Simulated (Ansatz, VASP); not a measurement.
## PtW2 in VASP and in Ansatz

```
CELL_PARAMETERS angstrom
1.47294 0.85040 6.54979
-1.47294 0.85040 6.54979
0.00000 -1.70081 6.54979
ATOMIC_POSITIONS crystal
Pt 0.00000 0.00000 0.00000
W 0.78320 0.78320 0.78320
W 0.21680 0.21680 0.21680
```

Alike in both runs: functional PBE; k mesh 6 × 6 × 6; occupations gaussian, width 0.1 eV; no spin polarisation.

Ansatz relaxed the structure, and its values are those at the end. VASP's run is a single point on that final structure, the one shown.

|  | VASP | Ansatz |
| --- | --- | --- |
| version | VASP 6.6.1 | Ansatz 0.2.0 |
| potentials or method | VASP PAW PBE potentials, release 64 (Pt, W_sv), cutoff 520 eV | scalar-relativistic, plane waves, PAW |
| valence electrons in the cell | 38 | 46 |

|  | VASP | Ansatz | Ansatz less VASP |
| --- | --- | --- | --- |
| gap on the k mesh at the Fermi level (eV) | none | none | - |
| pressure (GPa) | 0.2 | -0.1 | -0.37 |
| rms of the force components (eV/Å) | 0.032 | 0.009 | -0.0232 |

A gap of «none» marks a metal or a gap that the smearing closes. VASP's potentials hold 38 valence electrons a cell and Ansatz's 46, so a difference there can come from the potentials and not from the codes.

The k mesh is coarse, so the values compare programs but aren't converged. Spin-orbit coupling is off throughout.
